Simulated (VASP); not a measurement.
Li3Au, 4 atoms in the cell. It takes space group Fm-3m (No. 225, cubic). Conventional cell: a = 6.217 Å, b = 6.217 Å, c = 6.217 Å, α = 90.00°, β = 90.00°, γ = 90.00°. Li (site symmetry -43m) has 10 Li at 2.69 to 3.11 Å and 4 Au at 2.69 Å within 3.5 Å. Within 3.5 Å of Li (site symmetry m-3m) lie 8 Li at 2.69 Å and 6 Au at 3.11 Å. Within 3.5 Å of Au (site symmetry m-3m) lie 14 Li at 2.69 to 3.11 Å.  This cell differs from its parent crystal: volume scaled by 0.96.

* Program: VASP 6.6.1
* Task: electric field gradients
* Functional: PBEsol
* Potentials or basis: VASP PAW PBE potentials, release 64 (Li_sv, Au)
* Cutoff: 520 eV
* k mesh: 10 × 10 × 10
* Occupations: fermi-dirac, width 0.03 eV
* Spin: no spin polarisation
* Dipole correction: no
* Further INCAR settings: ALGO = Normal; EDIFF = 1e-08; NBANDS = 18

Potentials or basis: VASP PAW PBE potentials, release 64 (Li_sv, Au).

The run is started by

```bash
$ cat potpaw_PBE.64/Li_sv/POTCAR potpaw_PBE.64/Au/POTCAR > POTCAR
$ mpirun -np 1 vasp_std > vasp.out
```

Hardware: 1 thread of Intel(R) Xeon(R) Platinum 8259CL CPU @ 2.50GHz (Skylake/Cascade Lake), on a shared host.

Problem. Estimate the wall time of this run.

Solution. Wall time 53 s on 1 thread of Intel(R) Xeon(R) Platinum 8259CL CPU @ 2.50GHz (Skylake/Cascade Lake), with other jobs on the host, peak memory 0.22 GiB. Counts: scf iterations 16, k points 47.
